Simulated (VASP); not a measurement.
Se: single point with PBE

Crystal: Se.

```
Se
1.0
     4.40229    0.00000    0.00000
    -2.20114    3.81249    0.00000
     0.00000    0.00000    4.99454
Se
3
Direct
  0.22540 0.00000 0.33333
  0.00000 0.22540 0.66667
  0.77460 0.77460 0.00000
```

| Item | Value |
| --- | --- |
| Program | VASP 6.6.1 |
| Task | single point |
| Functional | PBE |
| Potentials or basis | VASP PAW PBE potentials, release 64 (Se) |
| Cutoff | 500 eV |
| k mesh | 5 × 5 × 4 |
| Occupations | gaussian, width 0.01 eV |
| Spin | no spin polarisation |

The pressure is 1.5 GPa and the largest force is 0.183 eV/Å. The band gap on the k mesh is 1.26 eV (least direct gap 1.31 eV).

Forces in eV/Å, atoms in the order of the input:
```
Se   0.183  0.000  0.000
Se  -0.091  0.158  0.000
Se  -0.091 -0.158  0.000
```

Stress tensor (GPa, compression positive):
```
1.11 0.00 0.00
0.00 1.11 0.00
0.00 0.00 2.13
```

Levels at points of the mesh, in eV from the valence-band top:
| k point | band 6 | band 7 | band 8 | band 9 | band 10 | band 11 | band 12 | band 13 |
| --- | --- | --- | --- | --- | --- | --- | --- | --- |
| (0.00, 0.00, 0.00) | -3.61 | -1.92 | -1.92 | -0.35 | 1.88 | 1.88 | 2.19 | 6.15 |
| (0.00, 0.00, 0.50) | -3.27 | -1.44 | -1.44 | -1.04 | 1.26 | 1.26 | 1.31 | 6.37 |

Wall time 16 s on 1 thread of Intel(R) Xeon(R) Platinum 8259CL CPU @ 2.50GHz (Skylake/Cascade Lake) (shared host), peak memory 0.18 GiB.

Caveat: an odd mesh through Γ misses points on the zone boundary, where band edges can lie.
